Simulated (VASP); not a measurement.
# HoTaGe3 (P4mm) in VASP: density of states with PBE

Aim: the density of states of HoTaGe3 with PBE.

Everything below comes from runs of VASP 6.6.1. Logs are shortened: lines on timing, memory, paths and dates and some standing lists are left out, and cuts for length are marked.

## (1) The cell of the first run

It takes space group P4mm (No. 99, tetragonal). Conventional cell: a = 4.851 Å, b = 4.851 Å, c = 5.109 Å, α = 90.00°, β = 90.00°, γ = 90.00°. Ho (site symmetry 4mm) has 12 Ge at 3.12 to 3.97 Å and 4 Ta at 3.69 Å within 4.1 Å. Within 3.3 Å of Ta (site symmetry 4mm) lie 6 Ge at 2.47 to 2.63 Å. Within 3.3 Å of Ge (site symmetry 4mm) lie 2 Ta at 2.47 to 2.63 Å and 4 Ge at 3.17 Å. Ge (site symmetry 2mm) has 2 Ta at 2.50 Å and 2 Ho at 3.12 Å and 2 Ge at 3.17 Å within 3.3 Å.

## (2) Density of states, PBE

POSCAR

```
HoTaGe3
1.0
    4.8510528019      0.0000000000      0.0000000000
    0.0000000000      4.8510528019      0.0000000000
    0.0000000000      0.0000000000      5.1086822365
Ho Ta Ge
1 1 3
Direct
    0.0000000000      0.0000000000      0.8479159760
    0.5000000000      0.5000000000      0.5802601561
    0.5000000000      0.5000000000      0.0644784519
    0.5000000000      0.0000000000      0.4626576480
    0.0000000000      0.5000000000      0.4626576480
```

INCAR.step1

```
  PREC = Accurate
  ENCUT = 520
  EDIFF = 1E-6
  ISMEAR = 0
  SIGMA = 0.1
  LREAL = F
  LASPH = T
  NELM = 80
  ALGO = Normal
  ISIF = 2
  LWAVE = F
  LCHARG = T
  LMAXMIX = 6
  GGA = PE
  NBANDS = 45
```

KPOINTS.step1

```
regular mesh
0
Gamma
  8 8 8
```

INCAR.step2

```
  PREC = Accurate
  ENCUT = 520
  EDIFF = 1E-6
  ISMEAR = -5
  SIGMA = 0.1
  LREAL = F
  LASPH = T
  NELM = 80
  ALGO = Normal
  ISIF = 2
  LWAVE = F
  LCHARG = F
  LMAXMIX = 6
  GGA = PE
  LORBIT = 11
  NBANDS = 45
  NEDOS = 2001
  ICHARG = 11
```

KPOINTS.step2

```
regular mesh
0
Gamma
  12 12 12
```

Potentials or basis: VASP PAW PBE potentials, release 64 (Ho, Ta_pv, Ge_d).

Launch:

```bash
> cat potpaw_PBE.64/Ho/POTCAR potpaw_PBE.64/Ta_pv/POTCAR potpaw_PBE.64/Ge_d/POTCAR > POTCAR
> cp INCAR.step1 INCAR
> cp KPOINTS.step1 KPOINTS
> mpirun -np 1 vasp_std > vasp.out
> cp INCAR.step2 INCAR
> cp KPOINTS.step2 KPOINTS
> mpirun -np 1 vasp_std > vasp.out
```

OUTCAR:

```text
PREC = Accurate
   ENCUT = 520
   EDIFF = 1E-6
   ISMEAR = -5
   LREAL = F
   LASPH = T
   NELM = 80
   ISIF = 2
   GGA = PE
   LORBIT = 11
   ICHARG = 11

 ion  position               nearest neighbor table
   1  0.000  0.000  0.848-   4 3.12   5 3.12   5 3.12   4 3.12   2 3.69   2 3.69   2 3.69   2 3.69

   2  0.500  0.500  0.580-   3 2.47   4 2.50   5 2.50   4 2.50   5 2.50   3 2.63   1 3.69   1 3.69
                             1 3.69   1 3.69
   3  0.500  0.500  0.064-   2 2.47   2 2.63
   4  0.500  0.000  0.463-   2 2.50   2 2.50   1 3.12   1 3.12
   5  0.000  0.500  0.463-   2 2.50   2 2.50   1 3.12   1 3.12

  LATTYP: Found a simple tetragonal cell.
 ALAT       =     4.8510528019
 C/A-ratio  =     1.0531079428

  Lattice vectors:

 A1 = (   4.8510528019,   0.0000000000,   0.0000000000)
 A2 = (   0.0000000000,   4.8510528019,   0.0000000000)
 A3 = (   0.0000000000,   0.0000000000,   5.1086822365)

Analysis of symmetry for initial positions (statically):
=====================================================================
 Subroutine PRICEL returns:
 Original cell was already a primitive cell.

 Routine SETGRP: Setting up the symmetry group for a
 simple tetragonal supercell.

 Subroutine GETGRP returns: Found  8 space group operations
 (whereof  8 operations were pure point group operations)
 out of a pool of 16 trial point group operations.

The static configuration has the point symmetry C_4v.

Analysis of symmetry for dynamics (positions and initial velocities):
=====================================================================
 Subroutine PRICEL returns:
 Original cell was already a primitive cell.

 Routine SETGRP: Setting up the symmetry group for a
 simple tetragonal supercell.

 Subroutine GETGRP returns: Found  8 space group operations
 (whereof  8 operations were pure point group operations)
 out of a pool of 16 trial point group operations.

The dynamic configuration has the point symmetry C_4v.

 Subroutine INISYM returns: Found  8 space group operations
 (whereof  8 operations are pure point group operations),
 and found     1 'primitive' translations

----------------------------------------------------------------------------------------

                                     Primitive cell
[... 102 lines left out ...]
   NSW    =      0    number of steps for IOM
   IBRION =     -1    ionic relax: 0-MD 1-quasi-New 2-CG
   NFREE  =      0    steps in history (QN), initial steepest desc. (CG)
   ISIF   =      2    stress and relaxation
   ISYM   =      2    0-nonsym 1-usesym 2-fastsym
   POTIM  = 0.5000    time-step for ionic-motion
   TEBEG  =    0.0;   TEEND  =   0.0 temperature during run
   PSTRESS=    0.0 pullay stress
   NELECT =      74.0000    total number of electrons
   NUPDOWN=      -1.0000    fix difference up-down
   EMIN   =  10.00;   EMAX   =-10.00  energy-range for DOS
   EFERMI =   0.00;   METHOD = LEGACY
   ISMEAR =    -5;   SIGMA  =   0.10  broadening in eV -4-tet -1-fermi 0-gaus
   EFERMI_NEDOS =   21; number of points for ismear=-14 and -15
   IALGO  =     38    algorithm
   IMIX   =      4    mixing-type and parameters
     AMIX     =   0.40;   BMIX     =  1.00
     AMIX_MAG =   1.60;   BMIX_MAG =  1.00
  volume/ion in A,a.u.               =      24.04       162.26
  Fermi-wavevector in a.u.,A,eV,Ry     =   1.392596  2.631625 26.386095  1.939323
  Thomas-Fermi vector in A             =   2.516323
   LORBIT       =     11    0 simple, 1 ext, 2 COOP (PROOUT), +10 PAW based schemes
   GGA     = PE    functional components
   LHFCALC =     F    Hartree Fock is set to
   AEXX    =    0.0000 exact exchange contribution
   IVDW    =     0    specifies the selected vdW correction
   LEPSILON=     F    determine dielectric tensor
   LRPA    =     F    only Hartree local field effects (RPA)
 non-spin polarized calculation
 Fermi weights with tetrahedron method with Bloechl corrections
  energy-cutoff  :      520.00
  volume of cell :      120.22
 maximum number of plane-waves:      3272

 number of electron      73.9999930 magnetization

 Free energy of the ion-electron system (eV)
  ---------------------------------------------------
  ext. energy  EPLUGINS =         0.00000000
  ---------------------------------------------------
  free energy    TOTEN  =       -29.34678960 eV

  energy without entropy =      -29.34678960  energy(sigma->0) =      -29.34678960

 E-fermi :   4.0934     XC(G=0): -10.3312

 val. band max:        4.0955248271   @ k =   0.0833   0.0833   0.2500
 cond. band min:       4.0903343288   @ k =   0.5000   0.0000   0.2500
 fundamental gap:     -0.0051904983
 Fermi energy:         4.0933896179

 k-point     1 :       0.0000    0.0000    0.0000
  band No.  band energies     occupation
      1     -42.5726      2.00000
      2     -30.0533      2.00000
      3     -30.0274      2.00000
      4     -30.0274      2.00000
      5     -20.2173      2.00000
      6     -20.2173      2.00000
[... 1141 lines left out ...]
     44       7.5256      0.00000
     45       7.5514      0.00000

 [... further k-points ...]
[... 5 lines left out ...]
  --------------------------------------------------------------------------------------
  -------------------------------------------------------------------------------------
  Total       -4.4049308     -4.4049308     -8.4326867      0.0000000      0.0000000      0.0000000
  in kB      -58.7041466    -58.7041466   -112.3817144      0.0000000      0.0000000      0.0000000
  external PRESSURE =     -76.5966692 kB  Pullay stress =       0.0000000 kB

 VOLUME and BASIS-vectors are now :
 -----------------------------------------------------------------------------
  energy-cutoff  :      520.00
  volume of cell :      120.22
      direct lattice vectors                 reciprocal lattice vectors
     4.851052802  0.000000000  0.000000000     0.206140819  0.000000000  0.000000000
     0.000000000  4.851052802  0.000000000     0.000000000  0.206140819  0.000000000
     0.000000000  0.000000000  5.108682236     0.000000000  0.000000000  0.195745195

 POSITION                                       TOTAL-FORCE (eV/Angst)
 -----------------------------------------------------------------------------------
      0.00000      0.00000      4.33173        -0.000000      0.000000      0.507124
      2.42553      2.42553      2.96436         0.000000     -0.000000     -0.607562
      2.42553      2.42553      0.32940         0.000000      0.000000      0.020405
      2.42553      0.00000      2.36357         0.000000     -0.000000      0.040016
      0.00000      2.42553      2.36357         0.000000     -0.000000      0.040016
 -----------------------------------------------------------------------------------
    total drift:                                0.000000      0.000000      0.080727

  FREE ENERGIE OF THE ION-ELECTRON SYSTEM (eV)
  ---------------------------------------------------
  free  energy   TOTEN  =       -29.3467896032 eV

  energy  without entropy=      -29.3467896032  energy(sigma->0) =      -29.34678960

 total charge

# of ion       s       p       d       f       tot
--------------------------------------------------
    1        2.044   5.719   0.252  10.671  18.686
    2        0.339   6.198   2.473   0.000   9.010
    3        1.192   1.101  10.009   0.000  12.302
    4        1.195   1.162  10.015   0.000  12.371
    5        1.195   1.162  10.015   0.000  12.371
--------------------------------------------------
tot          5.965  15.341  32.763  10.671  64.740
```

It took 28 min on 1 thread of AMD EPYC 9R45 (Zen 5), shared host; peak memory 0.98 GiB.

What came out:

| Item | Value |
| --- | --- |
| Valence electrons inside the program's atomic spheres | Ho 18.69; Ta 9.01; Ge 12.30, 12.37 |

Caveat: spin-orbit coupling is left out, which moves the levels of the heavy elements; without U or exact exchange the open f shell lies at the Fermi level, which spoils levels, moments and volumes; tetrahedron occupations give inexact forces and stress in metals. Spin polarisation is off, so any magnetic state and its effect on volume and gap are missing.
